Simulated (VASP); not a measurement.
Write the native input for VASP 6.6.1 that does the following.

```
Task                   : single point
Functional             : PBE
Potentials or basis    : VASP PAW PBE potentials, release 64 (Cu, Au)
Cutoff                 : 520 eV
k mesh                 : 14 × 14 × 12
Occupations            : gaussian, width 0.1 eV
Spin                   : no spin polarisation
Dipole correction      : no
Further INCAR settings : ALGO = Normal; EDIFF = 1e-07; NBANDS = 18
```

The structure of CuAu lies in POSCAR:

```
CuAu
1.0
    2.9487534546      0.0000000000      0.0000000000
    0.0000000000      2.9487534546      0.0000000000
    0.0000000000      0.0000000000      3.6579659030
Cu Au
1 1
Direct
    0.5000000000      0.5000000000      0.5000000000
    0.0000000000      0.0000000000      0.0000000000
```

This cell differs from its parent crystal: volume scaled by 1.06, then relaxed in part.

These files were run (other wordings do the same):

INCAR

```
PREC     = Accurate       # precision mode
ENCUT    = 520            # plane-wave cutoff, eV
EDIFF    = 1E-7           # SCF threshold, eV
ISMEAR   = 0              # smearing method
SIGMA    = 0.1            # smearing width, eV
LREAL    = False          # projectors in reciprocal space
LASPH    = True           # aspherical terms in the spheres
NELM     = 100            # most SCF steps
ALGO     = Normal         # electronic algorithm
ISIF     = 2              # what is computed and relaxed
LWAVE    = False          # write WAVECAR
LCHARG   = False          # write CHGCAR
GGA      = PE             # functional
NBANDS   = 18             # bands
```

KPOINTS

```
regular mesh
0
Gamma
  14 14 12
```

Potentials or basis: VASP PAW PBE potentials, release 64 (Cu, Au).

Command:

```bash
$ cat potpaw_PBE.64/Cu/POTCAR potpaw_PBE.64/Au/POTCAR > POTCAR
$ mpirun -np 1 vasp_std > vasp.out
```

Results of the run:

```
Pressure               : -7.0 GPa
Band gap on the k mesh : zero (band 11 reaches 12.24 eV, above the bottom of band 12 at 5.59 eV)
```

Caveat: spin-orbit coupling is left out, which moves the levels of the heavy elements.

Wall time 110 s on 1 thread of Intel(R) Xeon(R) Platinum 8488C (Sapphire Rapids), on a shared host, peak memory 0.27 GiB.
